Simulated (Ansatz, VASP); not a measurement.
# Ti2Te3Pt: VASP beside Ansatz

```
Ti Te Pt
1.0
     3.78764    2.18679    3.33213
    -3.78764    2.18679    3.33213
     0.00000   -4.37359    3.33213
Ti Te Pt
2 3 1
Cartesian
  0.0000 0.0000 0.5639
  0.0000 0.0000 7.3943
  -1.8520 1.0692 2.2993
  0.0000 -2.1385 2.2993
  1.8520 1.0692 2.2993
  0.0000 0.0000 5.1882
```

Alike in both runs: task relaxation of cell and atoms; functional PBE; k mesh 6 × 6 × 6; occupations gaussian, width 0.1 eV; no spin polarisation.

|  | VASP | Ansatz |
| --- | --- | --- |
| version | VASP 6.6.1 | Ansatz 0.2.0 |
| potentials or method | VASP PAW PBE potentials, release 64 (Ti_sv, Te, Pt), cutoff 600 eV | scalar-relativistic, plane waves, PAW |
| valence electrons in the cell | 52 | 90 |

|  | VASP | Ansatz | Ansatz less VASP |
| --- | --- | --- | --- |
| gap on the k mesh at the Fermi level, each at its own relaxed structure (eV) | none | none | - |
| relaxed volume (Å³/atom) | 27.69 | 27.76 | +0.072 |
| relaxed length of the cell vector where the two differ most in proportion (Å) | 5.504 | 5.509 | +0.0049 |

A gap of «none» marks a metal or a gap that the smearing closes. VASP's potentials hold 52 valence electrons a cell and Ansatz's 90, so a difference there can come from the potentials and not from the codes.

Spin-orbit coupling is off throughout.
